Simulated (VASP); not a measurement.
Here is a VASP 6.6.1 calculation.

INCAR

```
PREC = Accurate ; ENCUT = 600
EDIFF = 1E-6 ; ISMEAR = 0
SIGMA = 0.02 ; LREAL = F
LASPH = T ; NELM = 200
ALGO = Normal ; ISIF = 2
LWAVE = F ; LCHARG = F
LNONCOLLINEAR = T ; MAGMOM = 0 0 0 0 0 0 0 0 0 0 0 0 0 0 0
LORBIT = 11 ; LSORBIT = T
GGA_COMPAT = F ; LORBMOM = T
LMAXMIX = 4 ; GGA = PE
NBANDS = 55
```

The input KPOINTS:

```
regular mesh
0
Gamma
  6 6 6
```

Contents of POSCAR:

```
SrTiO3
1.0
    4.0194532084      0.0000000000      0.0000000000
    0.0000000000      4.0194532084      0.0000000000
    0.0000000000      0.0000000000      3.8876288570
Sr O Ti
1 3 1
Direct
    0.0000000000      0.0000000000      0.0000000000
    0.5000000000      0.5000000000      0.0000000000
    0.0000000000      0.5000000000      0.5000000000
    0.5000000000      0.0000000000      0.5000000000
    0.5000000000      0.5000000000      0.5000000000
```

Potentials or basis: VASP PAW PBE potentials, release 64 (Sr_sv, O, Ti_sv).

The run is started by

```bash
$ cat potpaw_PBE.64/Sr_sv/POTCAR potpaw_PBE.64/O/POTCAR potpaw_PBE.64/Ti_sv/POTCAR > POTCAR
$ mpirun -np 1 vasp_ncl > vasp.out
```

Question: Estimate the net moment.

Answer: 0.00 μB per cell.

Question: What does it give for the pressure?

Answer: -4.0 GPa.

Moments on the atoms (μB; x, y, z):
```
Sr  0.00 0.00 0.00
O   0.00 0.00 0.00
O   0.00 0.00 0.00
O   0.00 0.00 0.00
Ti  0.00 0.00 0.00
```

Caveat: the cell stands under tension.
